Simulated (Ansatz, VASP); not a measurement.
# Two plane-wave programs on B3Rh

Contents of POSCAR:

```
B3Rh
1.0
    2.9076799734      0.0000000000      0.0000000000
   -1.4538399867      2.5181247230      0.0000000000
    0.0000000000      0.0000000000      4.5973938000
B Rh
3 1
Direct
    0.6666666667      0.3333333333      0.0000000000
    0.3333333333      0.6666666667      0.8272070000
    0.3333333333      0.6666666667      0.1727930000
    0.6666666667      0.3333333333      0.5000000000
```

Contents of INCAR.step1:

```
PREC = Accurate
ENCUT = 680
ISMEAR = 0
SIGMA = 0.1
LREAL = False
LASPH = True
NELM = 120
NBANDS = 21
GGA = PE
ALGO = Normal
EDIFF = 1E-5
LWAVE = True
LCHARG = False
GGA_COMPAT = False
```

The input INCAR.step2:

```
PREC = Accurate
ENCUT = 680
EDIFF = 1E-6
ISMEAR = 0
SIGMA = 0.1
LREAL = False
LASPH = True
NELM = 120
ALGO = Normal
ISIF = 2
LWAVE = False
LCHARG = False
METAGGA = R2SCAN
LMIXTAU = True
NBANDS = 21
ISTART = 1
GGA_COMPAT = False
```

The input KPOINTS:

```
regular mesh
0
Gamma
  18 18 10
```

Input for Ansatz:

```yaml
crystal:
  lattice:
    - [2.9076799734, 0.0, 0.0]
    - [-1.4538399867, 2.518124723, 0.0]
    - [0.0, 0.0, 4.5973938]
  atoms:
    - { symbol: B, position: [0.6666666667, 0.3333333333, 0.0] }
    - { symbol: B, position: [0.3333333333, 0.6666666667, 0.827207] }
    - { symbol: B, position: [0.3333333333, 0.6666666667, 0.172793] }
    - { symbol: Rh, position: [0.6666666667, 0.3333333333, 0.5] }
basis:
  ecutwfc: 500
kpoints:
  mp_grid: { grid: [18, 18, 10] }
  band_path:
    path:
      - [[0.0, 0.0, 0.0], [0.5, 0.0, 0.0], [0.33333333, 0.33333333, 0.0], [0.0, 0.0, 0.0], [0.0, 0.0, 0.5], [0.5, 0.0, 0.5], [0.33333333, 0.33333333, 0.5], [0.0, 0.0, 0.5]]
      - [[0.5, 0.0, 0.5], [0.5, 0.0, 0.0]]
      - [[0.33333333, 0.33333333, 0.5], [0.33333333, 0.33333333, 0.0]]
    npoints: 14
hamiltonian:
  xc: r2scan
scf:
  occupations: { method: gaussian, width: 0.1 }
  n_extra_bands: 10
output:
  forces: true
  stress: true
  eigenvalues: true
  populations: true
  dos: { projected: true, de: 0.02, nscf_kmesh: { grid: [22, 22, 12] } }
  bader: true
  write_density: true
  write_potential: true
  elf: true
  volumetric_format: npy
```

Alike in both runs: task single point; functional r2SCAN; k mesh 18 × 18 × 10; occupations gaussian, width 0.1 eV; no spin polarisation.

|  | VASP | Ansatz |
| --- | --- | --- |
| version | VASP 6.6.1 | Ansatz 0.2.0 |
| potentials or method | VASP PAW PBE potentials, release 64 (B, Rh_sv_GW), cutoff 680 eV | scalar-relativistic, plane waves, PAW |
| valence electrons in the cell | 26 | 26 |

|  | VASP | Ansatz | Ansatz less VASP |
| --- | --- | --- | --- |
| gap on the k mesh at the Fermi level (eV) | none | none | - |
| pressure (GPa) | -2.7 | -2.8 | -0.08 |
| traceless stress, the component that is largest in VASP (GPa) | -1.46 | -1.56 | -0.096 |
| rms of the force components (eV/Å) | 0.005 | 0.012 | +0.0079 |

VASP's potentials were made for PBE, not for r2SCAN. Atom by atom the forces differ by 0.017 eV/Å (rms over components). A gap of «none» marks a metal or a gap that the smearing closes.
